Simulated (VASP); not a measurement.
A run of VASP 6.6.1:

INCAR

```
  PREC = Accurate
  ENCUT = 600
  EDIFF = 1E-6
  ISMEAR = -1
  SIGMA = 0.02
  LREAL = F
  LASPH = T
  NELM = 100
  ALGO = Normal
  ISIF = 3
  LWAVE = F
  LCHARG = F
  GGA = CA
  IBRION = 2
  NSW = 80
  EDIFFG = -0.005
```

File KPOINTS:

```
Automatic mesh
0
Gamma
  6 6 6
```

File POSCAR:

```
LaAgS2
1.0
    2.1355079190      1.2329360719      5.9211700121
   -2.1355079190      1.2329360719      5.9211700121
    0.0000000000     -2.4658721438      5.9211700121
Ag La S
1 1 2
Direct
    1.0000000000      0.0000000000      0.0000000000
    0.5000000000      0.5000000000      0.5000000000
    0.2514066203      0.2514066203      0.2514066203
    0.7485933797      0.7485933797      0.7485933797
```

Potentials or basis: VASP PAW LDA potentials, release 64 (Ag, La, S).

Launch:

```console
$ cat potpaw_LDA.64/Ag/POTCAR potpaw_LDA.64/La/POTCAR potpaw_LDA.64/S/POTCAR > POTCAR
$ mpirun -np 1 vasp_std > vasp.out
```

Hardware: 1 thread of Intel(R) Xeon(R) 6975P-C (Granite Rapids), on a shared host.

Q: How long does it take, and how much memory?

A: It took 25 min on 1 thread of Intel(R) Xeon(R) 6975P-C (Granite Rapids), with other jobs on the host, peak memory 0.43 GiB. Counts: scf iterations 130, k points 32, ion steps 21.
